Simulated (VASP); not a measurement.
# Co (Fm-3m) in VASP: further runs

The runs below take Co through single point, with PBE+U.

All numbers are computed with VASP 6.6.1; they aren't measurements. Logs are shortened: lines on timing, memory, paths and dates and some standing lists are left out, and cuts for length are marked.

**1. The cell of the first run**

Symmetry: Fm-3m, No. 225, cubic system. Conventional cell: a = 3.589 Å, b = 3.589 Å, c = 3.589 Å, α = 90.00°, β = 90.00°, γ = 90.00°. Within 3.3 Å of Co (site symmetry m-3m) lie 12 Co at 2.54 Å.

**2. Single point, PBE+U, collinear spin, ferromagnetic start**

INCAR reads:

```
ALGO = Normal
EDIFF = 1E-6
ENCUT = 600
GGA = PE
GGA_COMPAT = False
ISIF = 2
ISMEAR = -1
ISPIN = 2
LASPH = True
LCHARG = True
LDAU = True
LDAUJ = 0
LDAUL = 2
LDAUPRINT = 1
LDAUTYPE = 2
LDAUU = 2.7
LELF = True
LMAXMIX = 4
LORBIT = 11
LREAL = False
LVHAR = True
LWAVE = False
MAGMOM = 4.2 4.2
NBANDS = 20
NELM = 200
PREC = Accurate
SIGMA = 0.05
```

KPOINTS reads:

```
k-points
0
Gamma
  6 12 12
```

POSCAR reads:

```
Co
1.0
    0.0000000000      3.5890000000      3.5890000000
    1.7945000000      0.0000000000      1.7945000000
    1.7945000000      1.7945000000      0.0000000000
Co
2
Direct
    0.0000000000      0.0000000000      0.0000000000
    0.5000000000      0.0000000000      0.0000000000
```

Potentials or basis: VASP PAW PBE potentials, release 64 (Co).

Launch:

```
> cat potpaw_PBE.64/Co/POTCAR > POTCAR
> mpirun -np 1 vasp_std > vasp.out
```

OUTCAR:

```text
EDIFF = 1E-6
   ENCUT = 600
   GGA = PE
   ISIF = 2
   ISMEAR = -1
   ISPIN = 2
   LASPH = True
   LORBIT = 11
   LREAL = False
   NELM = 200
   PREC = Accurate

 ion  position               nearest neighbor table
   1  0.000  0.000  0.000-   2 2.54   2 2.54   2 2.54   2 2.54   2 2.54   2 2.54
   2  0.500  0.000  0.000-   1 2.54   1 2.54   1 2.54   1 2.54   1 2.54   1 2.54

  LATTYP: Found a trigonal (rhomboedric) cell.
 ALAT       =     4.3956093434
 COS(alpha) =     0.8333333333

  Lattice vectors:

 A1 = (   1.7945000000,  -1.7945000000,  -3.5890000000)
 A2 = (   3.5890000000,  -1.7945000000,  -1.7945000000)
 A3 = (   1.7945000000,  -3.5890000000,  -1.7945000000)

Analysis of symmetry for initial positions (statically):
=====================================================================
 Subroutine PRICEL returns following result:

  LATTYP: Found a face centered cubic cell.
 ALAT       =     3.5890000000
[... 12 lines left out ...]
 Subroutine GETGRP returns: Found 12 space group operations
 (whereof 12 operations were pure point group operations)
 out of a pool of 12 trial point group operations.

The static configuration has the point symmetry D_3d.

Analysis of symmetry for dynamics (positions and initial velocities):
=====================================================================
 Subroutine PRICEL returns following result:

  LATTYP: Found a face centered cubic cell.
 ALAT       =     3.5890000000
[... 12 lines left out ...]
 Subroutine GETGRP returns: Found 12 space group operations
 (whereof 12 operations were pure point group operations)
 out of a pool of 12 trial point group operations.

The dynamic configuration has the point symmetry D_3d.

Analysis of structural, dynamic, and magnetic symmetry:
=====================================================================
 Subroutine PRICEL returns following result:

  LATTYP: Found a face centered cubic cell.
 ALAT       =     3.5890000000
[... 12 lines left out ...]
 Subroutine GETGRP returns: Found 12 space group operations
[... 216 lines left out ...]

  o =  0.2606  v =  0.0000  0.0000  0.0000  0.0000  0.0000 -0.0000 -0.0000 -0.0059 -0.0000  1.0000      0.0000  0.0000  0.0000  0.0000  0.0000  0.0000  0.0000  0.0000  0.0000  0.0000
  o =  0.2606  v =  0.0000  0.0000  0.0000  0.0000  0.0000 -0.0000 -0.0000 -1.0000  0.0000 -0.0059      0.0000  0.0000  0.0000  0.0000  0.0000  0.0000  0.0000  0.0000  0.0000  0.0000
  o =  0.7238  v =  0.0000  0.0000  0.0000  0.0000  0.0000 -0.5774  0.5774  0.0000 -0.5774  0.0000      0.0000  0.0000  0.0000  0.0000  0.0000  0.0000  0.0000  0.0000  0.0000  0.0000
  o =  0.7238  v =  0.0000  0.0000  0.0000  0.0000  0.0000 -0.6594 -0.7467  0.0000 -0.0873 -0.0000      0.0000  0.0000  0.0000  0.0000  0.0000  0.0000  0.0000  0.0000  0.0000  0.0000
  o =  0.7238  v =  0.0000  0.0000  0.0000  0.0000  0.0000  0.4815 -0.3303 -0.0000 -0.8118 -0.0000      0.0000  0.0000  0.0000  0.0000  0.0000  0.0000  0.0000  0.0000  0.0000  0.0000
  o =  0.9144  v =  0.4817 -0.3301  0.0000 -0.8118  0.0000  0.0000  0.0000  0.0000  0.0000  0.0000      0.0000  0.0000  0.0000  0.0000  0.0000  0.0000  0.0000  0.0000  0.0000  0.0000
  o =  0.9144  v =  0.6593  0.7468  0.0000  0.0875 -0.0000  0.0000  0.0000  0.0000  0.0000  0.0000      0.0000  0.0000  0.0000  0.0000  0.0000  0.0000  0.0000  0.0000  0.0000  0.0000
  o =  0.9144  v = -0.5774  0.5774 -0.0000 -0.5774 -0.0000  0.0000  0.0000  0.0000  0.0000  0.0000      0.0000  0.0000  0.0000  0.0000  0.0000  0.0000  0.0000  0.0000  0.0000  0.0000
  o =  0.9336  v =  0.0000  0.0000 -1.0000 -0.0000 -0.0000  0.0000  0.0000  0.0000  0.0000  0.0000      0.0000  0.0000  0.0000  0.0000  0.0000  0.0000  0.0000  0.0000  0.0000  0.0000
  o =  0.9336  v =  0.0000  0.0000 -0.0000  0.0000  1.0000  0.0000  0.0000  0.0000  0.0000  0.0000      0.0000  0.0000  0.0000  0.0000  0.0000  0.0000  0.0000  0.0000  0.0000  0.0000

 number of electron      18.0000006 magnetization       3.5553258

 Free energy of the ion-electron system (eV)
  ---------------------------------------------------
  ext. energy  EPLUGINS =         0.00000000
  ---------------------------------------------------
  free energy    TOTEN  =        -9.92769421 eV

  energy without entropy =       -9.91767801  energy(sigma->0) =       -9.92268611

 E-fermi :   9.5075     XC(G=0): -12.9942

 val. band max:        9.4691850269   @ k =   0.0000  -0.4167   0.2500
 cond. band min:       9.5208373312   @ k =  -0.3333   0.4167   0.0833
 fundamental gap:      0.0516523042
 Fermi energy:         9.5074944098

 spin component 1

 k-point     1 :       0.0000    0.0000    0.0000
  band No.  band energies     occupation
      1       0.8843      1.00000
      2       3.9538      1.00000
      3       5.6386      1.00000
      4       5.6386      1.00000
      5       6.0855      1.00000
      6       6.0855      1.00000
[... 1097 lines left out ...]
     19      31.3459      0.00000
     20      34.5713      0.00000

 [... further k-points ...]
[... 5 lines left out ...]
  --------------------------------------------------------------------------------------
  -------------------------------------------------------------------------------------
  Total       -0.8502816     -0.8502816     -0.8502816     -0.0000445      0.0000445     -0.0000445
  in kB      -58.9363189    -58.9363189    -58.9363189     -0.0030855      0.0030855     -0.0030855
  external PRESSURE =     -58.9363189 kB  Pullay stress =       0.0000000 kB

 VOLUME and BASIS-vectors are now :
 -----------------------------------------------------------------------------
  energy-cutoff  :      600.00
  volume of cell :       23.11
      direct lattice vectors                 reciprocal lattice vectors
     0.000000000  3.589000000  3.589000000    -0.139314572  0.139314572  0.139314572
     1.794500000  0.000000000  1.794500000     0.278629145 -0.278629145  0.278629145
     1.794500000  1.794500000  0.000000000     0.278629145  0.278629145 -0.278629145

 POSITION                                       TOTAL-FORCE (eV/Angst)
 -----------------------------------------------------------------------------------
      0.00000      0.00000      0.00000         0.000000      0.000000      0.000000
      0.00000      1.79450      1.79450        -0.000000     -0.000000     -0.000000
 -----------------------------------------------------------------------------------
    total drift:                               -0.000000     -0.000000      0.000000

  FREE ENERGIE OF THE ION-ELECTRON SYSTEM (eV)
  ---------------------------------------------------
  free  energy   TOTEN  =        -9.9276942093 eV

  energy  without entropy=       -9.9176780062  energy(sigma->0) =       -9.92268611

 total charge

# of ion       s       p       d       tot
------------------------------------------
    1        0.459   0.461   7.277   8.196
    2        0.459   0.461   7.277   8.196
--------------------------------------------------
tot          0.918   0.922  14.553  16.393

 magnetization (x)

# of ion       s       p       d       tot
------------------------------------------
    1       -0.012  -0.067   1.920   1.842
    2       -0.012  -0.067   1.920   1.842
--------------------------------------------------
tot         -0.023  -0.134   3.840   3.683
```

OSZICAR:

```text
N       E                     dE             d eps       ncg     rms          rms(c)
DAV:   1     0.101639843707E+03    0.10164E+03   -0.88289E+03  8188   0.132E+03
DAV:   2    -0.369021839475E+01   -0.10533E+03   -0.96353E+02  7944   0.231E+02
DAV:   3    -0.964590082763E+01   -0.59557E+01   -0.58278E+01  8756   0.667E+01
DAV:   4    -0.974200356787E+01   -0.96103E-01   -0.96026E-01  9328   0.747E+00
DAV:   5    -0.974510753503E+01   -0.31040E-02   -0.31038E-02  8992   0.130E+00    0.182E+01
DAV:   6    -0.100928321711E+02   -0.34772E+00   -0.75471E+00  8900   0.571E+01    0.694E+00
DAV:   7    -0.977937186934E+01    0.31346E+00   -0.14201E+00  8912   0.225E+01    0.346E+00
DAV:   8    -0.984039609393E+01   -0.61024E-01   -0.48945E-02 10732   0.221E+00    0.161E+00
DAV:   9    -0.988267369413E+01   -0.42278E-01   -0.13599E-02 11444   0.131E+00    0.909E-01
DAV:  10    -0.992402130006E+01   -0.41348E-01   -0.11342E-02  9212   0.170E+00    0.270E-01
DAV:  11    -0.992657156493E+01   -0.25503E-02   -0.20829E-03  9036   0.614E-01    0.129E-01
DAV:  12    -0.992761960319E+01   -0.10480E-02   -0.36015E-04 10320   0.383E-01    0.740E-02
DAV:  13    -0.992769398452E+01   -0.74381E-04   -0.91895E-05  9964   0.132E-01    0.178E-02
DAV:  14    -0.992769486620E+01   -0.88168E-06   -0.10368E-05  8876   0.359E-02    0.568E-03
DAV:  15    -0.992769420927E+01    0.65692E-06   -0.93132E-07  6152   0.917E-03
   1 F= -.99276942E+01 E0= -.99226861E+01  d E =-.100162E-01  mag=     3.5555
```

It took 2.8 min on 1 thread of Intel Xeon 8259CL, shared host; peak memory 0.21 GiB.

Results:

* Free energy: -9.9277 eV
* Pressure: -5.9 GPa
* Net moment: 3.56 μB per cell
* Site moments: Co +1.84 μB
* Valence electrons inside the program's atomic spheres: Co 8.20

Levels at points of the mesh, in eV from the Fermi level:
Spin up:
```tsv
k point	band 7	band 8	band 9	band 10	band 11	band 12	band 13	band 14	band 15	band 16
(0.00, 0.00, 0.00)	-3.42	-2.99	-2.99	-1.82	-1.82	-0.21	5.25	21.15	22.58	23.79
(0.50, 0.00, 0.00)	-3.51	-3.51	-2.58	-2.58	-2.58	-2.58	13.62	13.62	22.62	22.62
(0.00, 0.50, 0.00)	-1.82	-1.82	-1.41	-1.41	-0.21	2.46	5.25	8.35	14.26	14.26
(0.50, 0.50, 0.00)	-3.06	-3.06	-1.71	-1.71	1.80	1.80	8.00	8.00	13.64	13.64
```
Spin down:
```
           k point  band 4  band 5  band 6  band 7  band 8  band 9  band 10  band 11
(0.00, 0.00, 0.00)   -1.52   -1.52   -0.89   -0.89   -0.35    1.56     1.56     1.64
(0.50, 0.00, 0.00)   -1.99   -1.08   -1.08   -1.08   -1.08    1.41     1.41     1.41
(0.00, 0.50, 0.00)   -0.89   -0.89   -0.35    0.73    0.73    1.64     1.64     2.39
(0.50, 0.50, 0.00)   -2.32   -1.21   -1.21   -0.05   -0.05    1.85     1.85     3.28
```

Eigenvalues of the final occupation matrices:
| site | spin | trace | eigenvalues |
| --- | --- | --- | --- |
| site 1 d | 1 | 4.61 | 0.91 0.91 0.91 0.93 0.93 |
| site 1 d | 2 | 2.69 | 0.26 0.26 0.72 0.72 0.72 |
| site 2 d | 1 | 4.61 | 0.91 0.91 0.91 0.93 0.93 |
| site 2 d | 2 | 2.69 | 0.26 0.26 0.72 0.72 0.72 |

Caveat: the U is typed as a test and isn't derived for this compound.

**3. Single point, PBE+U, collinear spin**

INCAR reads:

```
PREC = Accurate
ENCUT = 600
EDIFF = 1E-6
ISMEAR = -1
SIGMA = 0.05
LREAL = False
LASPH = True
NELM = 200
ALGO = Normal
ISIF = 2
LWAVE = False
LCHARG = False
ISPIN = 2
MAGMOM = 0 3
LORBIT = 11
LMAXMIX = 4
LDAU = True
LDAUTYPE = 2
LDAUL = 2
LDAUU = 2.7
LDAUJ = 0
LDAUPRINT = 1
GGA = PE
NBANDS = 20
GGA_COMPAT = False
```

KPOINTS reads:

```
Automatic mesh
0
Gamma
  6 12 12
```

POSCAR is that of step 2.

Potentials or basis: VASP PAW PBE potentials, release 64 (Co).

Launch:

```
> cat potpaw_PBE.64/Co/POTCAR > POTCAR
> mpirun -np 1 vasp_std > vasp.out
```

Wall time 5.6 min (1 thread of Intel Xeon 8259CL, shared host); peak memory 0.22 GiB.

Results (log left out):

- Free energy: -9.9277 eV
- Pressure: -5.9 GPa
- Net moment: 3.56 μB per cell
- Site moments: Co +1.84 μB
- Valence electrons inside the program's atomic spheres: Co 8.20

Levels at points of the mesh, in eV from the Fermi level:
Spin up:
```csv
k point,band 7,band 8,band 9,band 10,band 11,band 12,band 13,band 14,band 15,band 16
"(0.00, 0.00, 0.00)",-3.42,-2.99,-2.99,-1.82,-1.82,-0.21,5.25,21.15,22.58,23.79
"(0.50, 0.00, 0.00)",-3.50,-3.50,-2.59,-2.59,-2.58,-2.58,13.62,13.62,22.61,22.62
"(0.00, 0.50, 0.00)",-1.82,-1.82,-1.41,-1.41,-0.21,2.45,5.25,8.35,14.26,14.26
"(0.50, 0.50, 0.00)",-3.07,-3.06,-1.71,-1.70,1.80,1.80,8.00,8.01,13.64,13.64
```
Spin down:
```csv
k point,band 4,band 5,band 6,band 7,band 8,band 9,band 10,band 11
"(0.00, 0.00, 0.00)",-1.52,-1.52,-0.89,-0.89,-0.35,1.56,1.56,1.64
"(0.50, 0.00, 0.00)",-1.98,-1.08,-1.08,-1.07,-1.07,1.41,1.41,1.41
"(0.00, 0.50, 0.00)",-0.89,-0.89,-0.35,0.73,0.73,1.64,1.64,2.39
"(0.50, 0.50, 0.00)",-2.32,-1.21,-1.20,-0.05,-0.04,1.84,1.85,3.27
```

Eigenvalues of the final occupation matrices:
```
    site  spin  trace               eigenvalues
site 1 d     1   4.61  0.91 0.91 0.91 0.93 0.93
site 1 d     2   2.69  0.26 0.26 0.72 0.72 0.73
site 2 d     1   4.61  0.91 0.91 0.91 0.93 0.93
site 2 d     2   2.69  0.26 0.26 0.72 0.73 0.73
```

Caveat: the U is typed as a test and isn't derived for this compound.
